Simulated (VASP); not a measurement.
A run of VASP 6.6.1:

File INCAR:

```
ALGO = Normal ; EDIFF = 1E-7
EDIFFG = -0.02 ; ENCUT = 600
GGA = PE ; GGA_COMPAT = F
IBRION = 2 ; ISIF = 3
ISMEAR = 0 ; IVDW = 12
LASPH = T ; LCHARG = F
LREAL = F ; LWAVE = F
NELM = 120 ; NELMIN = 4
NSW = 80 ; PREC = Accurate
SIGMA = 0.01
```

Contents of KPOINTS:

```
k-points
0
Gamma
  10 10 10
```

Contents of POSCAR:

```
C
1.0
    0.0000000000      1.7833700000      1.7833700000
    1.7833700000      0.0000000000      1.7833700000
    1.7833700000      1.7833700000      0.0000000000
C
2
Direct
    0.5000000000      0.5000000000      0.5000000000
    0.7500000000      0.7500000000      0.7500000000
```

Potentials or basis: VASP PAW PBE potentials, release 64 (C).

The run is started by

```console
$ cat potpaw_PBE.64/C/POTCAR > POTCAR
$ mpirun -np 1 vasp_std > vasp.out
```

Hardware: 1 thread of Intel(R) Xeon(R) Platinum 8375C CPU @ 2.90GHz (Ice Lake), on a shared host.

Question: How long does it take, and how much memory?

Answer: It took 16 s on 1 thread of Intel(R) Xeon(R) Platinum 8375C CPU @ 2.90GHz (Ice Lake) (shared host), peak memory 0.13 GiB. Counts: scf iterations 23, k points 47, ion steps 3.
